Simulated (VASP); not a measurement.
CdSe:

```
CELL_PARAMETERS angstrom
4.30000 0.00000 0.00000
-2.15000 3.72391 0.00000
0.00000 0.00000 7.02000
ATOMIC_POSITIONS crystal
Cd 0.66667 0.33333 0.50000
Cd 0.33333 0.66667 0.00000
Se 0.66667 0.33333 0.88500
Se 0.33333 0.66667 0.38500
```

* Program: VASP 6.6.1
* Task: relaxation of cell and atoms
* Functional: PBEsol
* Potentials or basis: VASP PAW PBE potentials, release 64 (Cd, Se)
* Cutoff: 600 eV
* k mesh: 7 × 7 × 4
* Occupations: fermi-dirac, width 0.05 eV
* Spin: no spin polarisation

At the start: pressure 0.5 GPa; volume 28.10 Å³/atom.

Where does the relaxation end?

Over 10 steps the energy falls by 5.0 meV/atom and the volume is 28.29 Å³/atom (+0.7 %); space group P6_3mc (No. 186, to 0.1 Å) before and after.

The path:
```
step  energy change (eV)  largest force (eV/Å)  pressure (GPa)  volume (Å³)
   1              0.0000                0.2745            0.45       112.41
   2             -0.0160                0.0634           -0.25       113.69
   3             -0.0160                0.0678           -0.24       113.67
   4             -0.0173                0.0374            0.04       113.07
   5             -0.0174                0.0228            0.17       112.79
   6             -0.0186                0.0177            0.15       112.85
   7             -0.0198                0.0038            0.08       113.00
   8             -0.0198                0.0045            0.08       113.00
   9             -0.0198                0.0031           -0.06       113.31
  10             -0.0198                0.0005            0.01       113.16
```

Final structure:
```
Cd Se
1.0
     4.30999    0.00000    0.00000
    -2.15499    3.73256    0.00000
     0.00000    0.00000    7.03429
Cd Se
2 2
Cartesian
  2.1550 1.2442 3.5498
  0.0000 2.4884 0.0327
  2.1550 1.2442 6.1926
  0.0000 2.4884 2.6755
```

Caveat: the PAW data sets were made with another functional, which shifts forces and pressure a little.
